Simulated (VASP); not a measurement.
# CuO (P1) in VASP: a series of runs, part 2 of 2

VASP 6.6.1. The steps go on from the part before.

## Step 3: Single point, BLYP

The input, INCAR:

```
PREC     = Accurate       # precision mode
ENCUT    = 520            # plane-wave cutoff, eV
EDIFF    = 1E-6           # SCF threshold, eV
ISMEAR   = -1             # smearing method
SIGMA    = 0.05           # smearing width, eV
LREAL    = False          # projectors in reciprocal space
LASPH    = True           # aspherical terms in the spheres
NELM     = 60             # most SCF steps
ALGO     = Normal         # electronic algorithm
ISIF     = 2              # what is computed and relaxed
LWAVE    = False          # write WAVECAR
LCHARG   = True           # write CHGCAR
GGA      = B5             # functional
ALDAX    = 1.0          
AGGAX    = 1.0          
AGGAC    = 1.0          
ALDAC    = 0.0          
LELF     = True           # ELF
LVHAR    = True         
NBANDS   = 16             # bands
```

The input, KPOINTS:

```
regular mesh
0
Gamma
  11 11 11
```

The input, POSCAR:

```
CuO
1.0
    0.0000000000      2.1444126677      2.1444126677
    2.1444126677      0.0000000000      2.1444126677
    2.1444126677      2.1444126677      0.0000000000
Cu O
1 1
Direct
    0.0294977200      0.0281008700      0.9080259900
    0.4705022800      0.4718991300      0.5919740100
```

Potentials or basis: VASP PAW PBE potentials, release 64 (Cu, O).

Started as:

```sh
$ cat potpaw_PBE.64/Cu/POTCAR potpaw_PBE.64/O/POTCAR > POTCAR
$ mpirun -np 1 vasp_std > vasp.out
```

OUTCAR:

```text
PREC = Accurate
   ENCUT = 520
   EDIFF = 1E-6
   ISMEAR = -1
   LREAL = False
   LASPH = True
   NELM = 60
   ISIF = 2
   GGA = B5

 ion  position               nearest neighbor table
   1  0.029  0.028  0.908-   2 1.91   2 1.91   2 1.94
   2  0.471  0.472  0.592-   1 1.91   1 1.91   1 1.94

  LATTYP: Found a face centered cubic cell.
 ALAT       =     4.2888253354

  Lattice vectors:

 A1 = (   0.0000000000,   2.1444126677,   2.1444126677)
 A2 = (   2.1444126677,   0.0000000000,   2.1444126677)
 A3 = (   2.1444126677,   2.1444126677,   0.0000000000)

Analysis of symmetry for initial positions (statically):
=====================================================================
 Subroutine PRICEL returns:
 Original cell was already a primitive cell.

 Routine SETGRP: Setting up the symmetry group for a
 face centered cubic supercell.

 Subroutine GETGRP returns: Found  1 space group operations
 (whereof  1 operations were pure point group operations)
 out of a pool of 48 trial point group operations.

The static configuration has the point symmetry C_1 .
[... 153 lines left out ...]
  ---------------------------------------------------
  ext. energy  EPLUGINS =         0.00000000
  ---------------------------------------------------
  free energy    TOTEN  =        -8.35832635 eV

  energy without entropy =       -8.33616780  energy(sigma->0) =       -8.34724707

 E-fermi :   5.9780     XC(G=0): -11.5849

 val. band max:        5.9699643757   @ k =   0.3636  -0.4545  -0.4545
 cond. band min:       5.9860533691   @ k =   0.0000   0.1818   0.0909
 fundamental gap:      0.0160889934
 Fermi energy:         5.9779757040

 k-point     1 :       0.0000    0.0000    0.0000
  band No.  band energies     occupation
      1     -13.2515      2.00000
      2       1.6598      2.00000
      3       1.7119      2.00000
      4       2.3139      2.00000
      5       3.5709      2.00000
      6       3.6034      2.00000
[... 433 lines left out ...]
      3       1.6700      2.00000
      4       2.3301      2.00000
      5       3.5416      2.00000
      6       3.6358      2.00000
[... 8 lines left out ...]
     15      27.7609      0.00000
     16      28.7516      0.00000

 [... further k-points ...]
[... 5 lines left out ...]
  --------------------------------------------------------------------------------------
  -------------------------------------------------------------------------------------
  Total        2.3721851      2.2750029      1.9670525     -0.4304139      0.3300383      0.3513841
  in kB      192.7099216    184.8150981    159.7980366    -34.9656665     26.8114250     28.5454971
  external PRESSURE =     179.1076854 kB  Pullay stress =       0.0000000 kB

 VOLUME and BASIS-vectors are now :
 -----------------------------------------------------------------------------
  energy-cutoff  :      520.00
  volume of cell :       19.72
      direct lattice vectors                 reciprocal lattice vectors
     0.000000000  2.144412668  2.144412668    -0.233164077  0.233164077  0.233164077
     2.144412668  0.000000000  2.144412668     0.233164077 -0.233164077  0.233164077
     2.144412668  2.144412668  0.000000000     0.233164077  0.233164077 -0.233164077

 POSITION                                       TOTAL-FORCE (eV/Angst)
 -----------------------------------------------------------------------------------
      2.00744      2.01044      0.12352         0.555447      0.503106     -0.347401
      2.28138      2.27839      2.02090        -0.555447     -0.503106      0.347401
 -----------------------------------------------------------------------------------
    total drift:                                0.000190      0.000328     -0.001060

  FREE ENERGIE OF THE ION-ELECTRON SYSTEM (eV)
  ---------------------------------------------------
  free  energy   TOTEN  =        -8.3583263485 eV

  energy  without entropy=       -8.3361677976  energy(sigma->0) =       -8.34724707
```

Wall time 3.3 min (1 thread of Intel Xeon 8259CL, shared host); peak memory 0.31 GiB.

Results:

| Quantity | Value |
| --- | --- |
| Free energy | -8.3583 eV |
| Pressure | 17.9 GPa |
| Largest force | 0.826 eV/Å |
| Band gap on the k mesh | zero (an odd number of electrons rules out a gap without spin polarisation) |

Forces on the atoms (eV/Å):
```
Cu   0.555  0.503 -0.347
O   -0.555 -0.503  0.347
```

Caveat: the cell stands under pressure; the PAW data sets were made with another functional, which shifts forces and pressure a little; an odd number of electrons without spin polarisation forces a metal; a magnetic or distorted state may lie lower; semilocal functionals often make such compounds metallic where correlation or magnetic order opens a gap, which also shifts bond lengths.

## Step 4: Single point, PBE

The input, INCAR:

```
PREC     = Accurate       # precision mode
ENCUT    = 520            # plane-wave cutoff, eV
EDIFF    = 1E-6           # SCF threshold, eV
ISMEAR   = -1             # smearing method
SIGMA    = 0.05           # smearing width, eV
LREAL    = F              # projectors in reciprocal space
LASPH    = T              # aspherical terms in the spheres
NELM     = 80             # most SCF steps
ALGO     = Normal         # electronic algorithm
ISIF     = 2              # what is computed and relaxed
LWAVE    = F              # write WAVECAR
LCHARG   = F              # write CHGCAR
GGA      = PE             # functional
NBANDS   = 16             # bands
```

KPOINTS is that of step 3.

POSCAR is that of step 3.

Potentials or basis: VASP PAW PBE potentials, release 64 (Cu, O).

Started as:

```sh
$ cat potpaw_PBE.64/Cu/POTCAR potpaw_PBE.64/O/POTCAR > POTCAR
$ mpirun -np 1 vasp_std > vasp.out
```

OUTCAR:

```text
PREC = Accurate
   ENCUT = 520
   EDIFF = 1E-6
   ISMEAR = -1
   LREAL = F
   LASPH = T
   NELM = 80
   ISIF = 2
   GGA = PE

 ion  position               nearest neighbor table
   1  0.029  0.028  0.908-   2 1.91   2 1.91   2 1.94
   2  0.471  0.472  0.592-   1 1.91   1 1.91   1 1.94

  LATTYP: Found a face centered cubic cell.
 ALAT       =     4.2888253354

  Lattice vectors:

 A1 = (   0.0000000000,   2.1444126677,   2.1444126677)
 A2 = (   2.1444126677,   0.0000000000,   2.1444126677)
 A3 = (   2.1444126677,   2.1444126677,   0.0000000000)

Analysis of symmetry for initial positions (statically):
=====================================================================
 Subroutine PRICEL returns:
 Original cell was already a primitive cell.

 Routine SETGRP: Setting up the symmetry group for a
 face centered cubic supercell.

 Subroutine GETGRP returns: Found  1 space group operations
 (whereof  1 operations were pure point group operations)
 out of a pool of 48 trial point group operations.

The static configuration has the point symmetry C_1 .

Analysis of symmetry for dynamics (positions and initial velocities):
=====================================================================
 Subroutine PRICEL returns:
 Original cell was already a primitive cell.

 Routine SETGRP: Setting up the symmetry group for a
 face centered cubic supercell.

 Subroutine GETGRP returns: Found  1 space group operations
 (whereof  1 operations were pure point group operations)
 out of a pool of 48 trial point group operations.

The dynamic configuration has the point symmetry C_1 .

 Subroutine INISYM returns: Found  1 space group operations
 (whereof  1 operations are pure point group operations),
 and found     1 'primitive' translations

[... 103 lines left out ...]
   TEBEG  =    0.0;   TEEND  =   0.0 temperature during run
   PSTRESS=    0.0 pullay stress
   NELECT =      17.0000    total number of electrons
   NUPDOWN=      -1.0000    fix difference up-down
   EMIN   =  10.00;   EMAX   =-10.00  energy-range for DOS
   EFERMI =   0.00;   METHOD = LEGACY
   ISMEAR =    -1;   SIGMA  =   0.05  broadening in eV -4-tet -1-fermi 0-gaus
   EFERMI_NEDOS =   21; number of points for ismear=-14 and -15
   IALGO  =     38    algorithm
   IMIX   =      4    mixing-type and parameters
     AMIX     =   0.40;   BMIX     =  1.00
     AMIX_MAG =   1.60;   BMIX_MAG =  1.00
  volume/ion in A,a.u.               =       9.86        66.55
  Fermi-wavevector in a.u.,A,eV,Ry     =   1.558019  2.944229 33.027102  2.427423
  Thomas-Fermi vector in A             =   2.661585
   LORBIT       =      0    0 simple, 1 ext, 2 COOP (PROOUT), +10 PAW based schemes
   GGA     = PE    functional components
   LHFCALC =     F    Hartree Fock is set to
   AEXX    =    0.0000 exact exchange contribution
   IVDW    =     0    specifies the selected vdW correction
   LEPSILON=     F    determine dielectric tensor
   LRPA    =     F    only Hartree local field effects (RPA)
 non-spin polarized calculation
  energy-cutoff  :      520.00
  volume of cell :       19.72
 maximum number of plane-waves:       539
   NGX = 11   NGY = 11   NGZ = 11

 number of electron      16.9999994 magnetization

 Free energy of the ion-electron system (eV)
  ---------------------------------------------------
  ext. energy  EPLUGINS =         0.00000000
  ---------------------------------------------------
  free energy    TOTEN  =        -9.18579405 eV

  energy without entropy =       -9.16356350  energy(sigma->0) =       -9.17467877

 E-fermi :   5.6599     XC(G=0): -12.1345

 val. band max:        5.6553750639   @ k =  -0.1818   0.0909  -0.0909
 cond. band min:       5.6672507278   @ k =   0.0000   0.1818   0.0909
 fundamental gap:      0.0118756639
 Fermi energy:         5.6599407425

 k-point     1 :       0.0000    0.0000    0.0000
  band No.  band energies     occupation
      1     -13.7100      2.00000
      2       1.3182      2.00000
      3       1.3730      2.00000
      4       1.9993      2.00000
      5       3.2773      2.00000
      6       3.3093      2.00000
[... 433 lines left out ...]
      3       1.3282      2.00000
      4       2.0103      2.00000
      5       3.2466      2.00000
      6       3.3421      2.00000
[... 8 lines left out ...]
     15      27.0048      0.00000
     16      28.3328      0.00000

 [... further k-points ...]
[... 5 lines left out ...]
  --------------------------------------------------------------------------------------
  -------------------------------------------------------------------------------------
  Total        1.4643991      1.3717325      1.0778191     -0.4015471      0.3060732      0.3263788
  in kB      118.9638314    111.4358457     87.5591176    -32.6206046     24.8645572     26.5141371
  external PRESSURE =     105.9862649 kB  Pullay stress =       0.0000000 kB

 VOLUME and BASIS-vectors are now :
 -----------------------------------------------------------------------------
  energy-cutoff  :      520.00
  volume of cell :       19.72
      direct lattice vectors                 reciprocal lattice vectors
     0.000000000  2.144412668  2.144412668    -0.233164077  0.233164077  0.233164077
     2.144412668  0.000000000  2.144412668     0.233164077 -0.233164077  0.233164077
     2.144412668  2.144412668  0.000000000     0.233164077  0.233164077 -0.233164077

 POSITION                                       TOTAL-FORCE (eV/Angst)
 -----------------------------------------------------------------------------------
      2.00744      2.01044      0.12352         0.502675      0.453547     -0.307518
      2.28138      2.27839      2.02090        -0.502675     -0.453547      0.307518
 -----------------------------------------------------------------------------------
    total drift:                               -0.000051      0.000105     -0.000892

  FREE ENERGIE OF THE ION-ELECTRON SYSTEM (eV)
  ---------------------------------------------------
  free  energy   TOTEN  =        -9.1857940494 eV

  energy  without entropy=       -9.1635634976  energy(sigma->0) =       -9.17467877
```

OSZICAR:

```text
N       E                     dE             d eps       ncg     rms          rms(c)
DAV:   1     0.866571885277E+02    0.86657E+02   -0.76166E+03 23064   0.161E+03
DAV:   2    -0.744321302825E+01   -0.94100E+02   -0.83889E+02 22560   0.284E+02
DAV:   3    -0.121787309177E+02   -0.47355E+01   -0.45083E+01 26968   0.641E+01
DAV:   4    -0.122264882458E+02   -0.47757E-01   -0.47739E-01 24680   0.628E+00
DAV:   5    -0.122272052362E+02   -0.71699E-03   -0.71698E-03 28616   0.811E-01    0.117E+01
DAV:   6    -0.109174417390E+02    0.13098E+01   -0.12988E+01 27384   0.115E+02    0.966E+00
DAV:   7    -0.922347728924E+01    0.16940E+01   -0.46758E+00 26736   0.895E+01    0.181E+00
DAV:   8    -0.921053935781E+01    0.12938E-01   -0.30620E-01 31376   0.630E+00    0.111E+00
DAV:   9    -0.918708628809E+01    0.23453E-01   -0.25408E-02 35440   0.535E+00    0.352E-01
DAV:  10    -0.918580207319E+01    0.12842E-02   -0.49139E-03 32880   0.170E+00    0.151E-01
DAV:  11    -0.918577421931E+01    0.27854E-04   -0.92302E-04 33008   0.565E-01    0.489E-02
DAV:  12    -0.918578995626E+01   -0.15737E-04   -0.71634E-05 33104   0.313E-01    0.257E-02
DAV:  13    -0.918579408107E+01   -0.41248E-05   -0.28641E-05 34128   0.105E-01    0.363E-03
DAV:  14    -0.918579404941E+01    0.31660E-07   -0.41367E-07 16944   0.122E-02
   1 F= -.91857940E+01 E0= -.91746788E+01  d E =-.222306E-01
```

Run time: 3.2 min. Hardware: 1 thread of Intel Xeon 8259CL, shared host; peak memory 0.31 GiB.

Results:

```
Free energy            : -9.1858 eV
Pressure               : 10.6 GPa
Largest force          : 0.744 eV/Å
Band gap on the k mesh : zero (an odd number of electrons rules out a gap without spin polarisation)
```

Forces in eV/Å, atoms in the order of the input:
```
Cu   0.503  0.454 -0.308
O   -0.503 -0.454  0.308
```

Caveat: the cell stands under pressure; an odd number of electrons without spin polarisation forces a metal; a magnetic or distorted state may lie lower; semilocal functionals often make such compounds metallic where correlation or magnetic order opens a gap, which also shifts bond lengths.

## Step 5: Summary

```csv
level,gap on the mesh (eV),pressure (GPa),largest force (eV/Å)
PBEsol,none,1.9,0.59
BLYP,none,17.9,0.83
PBE,none,10.6,0.74
```

Alike in all rows: task single point; potentials or basis VASP PAW PBE potentials, release 64 (Cu, O); no spin polarisation; cell as given; k mesh 11 × 11 × 11; cutoff (eV) 520; smearing fermi-dirac 0.05 eV.

The pressure there spans 1.9 GPa (PBEsol) to 17.9 GPa (BLYP); a positive pressure means that this level wants a larger cell, a negative one a smaller.

Caveats: an odd number of electrons without spin polarisation forces a metal; a magnetic or distorted state may lie lower; semilocal functionals often make such compounds metallic where correlation or magnetic order opens a gap, which also shifts bond lengths; the PAW data sets were made with another functional, which shifts forces and pressure a little (at least some runs); the cell stands under pressure (at least some runs).

Total energies depend on the potentials used, so only differences within one code and one set of settings carry meaning.
